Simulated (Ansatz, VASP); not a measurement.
This is a calculation of H for Ansatz 0.2.0.

The input input.yaml:

```yaml
crystal:
  lattice:
    - [2.6496387389, 0.0, 0.0]
    - [0.0, 2.6496387389, 0.0]
    - [0.0, 0.0, 0.98049292]
  atoms:
    - { symbol: H, position: [0.0, 0.0, 0.5] }
hamiltonian:
  xc: pbesol
  pseudopotentials: { kind: paw }
  dispersion: d3bj
kpoints:
  mp_grid: { grid: [10, 10, 26] }
scf:
  occupations: { method: fermi_dirac, width: 0.05 }
output:
  forces: true
  stress: true
  eigenvalues: true
relax:
  f_tol: 0.01
  max_steps: 40
  cell: { stress_tol: 0.05 }
```

Potentials or basis: Ansatz PAW.

Command:

```bash
$ ansatz run input.yaml --threads 2 --pin off --max-ram 5632MiB --backend cpu --events-out ev --progress --plain --runs-dir out
```

Task: Set up the same calculation for VASP 6.6.1. Potentials there: VASP PAW PBE potentials, release 64 (H_h).

Result: As run (the cutoff follows the program's own potentials):

File INCAR:

```
SYSTEM = H
PREC = Accurate
ENCUT = 1230
EDIFF = 1E-7
ISMEAR = -1
SIGMA = 0.05
LREAL = .False.
LASPH = .True.
NELM = 120
ALGO = Normal
ISIF = 3
LWAVE = .False.
LCHARG = .False.
GGA = PS
IVDW = 12
IBRION = 2
NSW = 60
EDIFFG = -0.01
GGA_COMPAT = .False.
NELMIN = 4
```

Contents of KPOINTS:

```
regular mesh
0
Gamma
  10 10 26
  0 0 0
```

Contents of POSCAR:

```
H
1.0
    2.6496387389      0.0000000000      0.0000000000
    0.0000000000      2.6496387389      0.0000000000
    0.0000000000      0.0000000000      0.9804929200
H
1
Direct
    0.0000000000      0.0000000000      0.5000000000
```

Potentials or basis: VASP PAW PBE potentials, release 64 (H_h).

Run with:

```bash
$ cat potpaw_PBE.64/H_h/POTCAR > POTCAR
$ mpirun -np 1 vasp_std > vasp.out
```

Both were run:

|  | VASP | Ansatz | Ansatz less VASP |
| --- | --- | --- | --- |
| gap on the k mesh at the Fermi level, each at its own relaxed structure (eV) | none | none | - |
| relaxed volume (Å³/atom) | 7.50 | 7.74 | +0.242 |
| relaxed length of the cell vector where the two differ most in proportion (Å) | 2.753 | 2.796 | +0.0435 |

VASP's potentials were made for PBE, not for PBEsol. A gap of «none» marks a metal or a gap that the smearing closes.

Noted on Ansatz's run: the plane-wave basis is chosen anew once the cell has moved, so the energies of steps on either side of that aren't comparable.
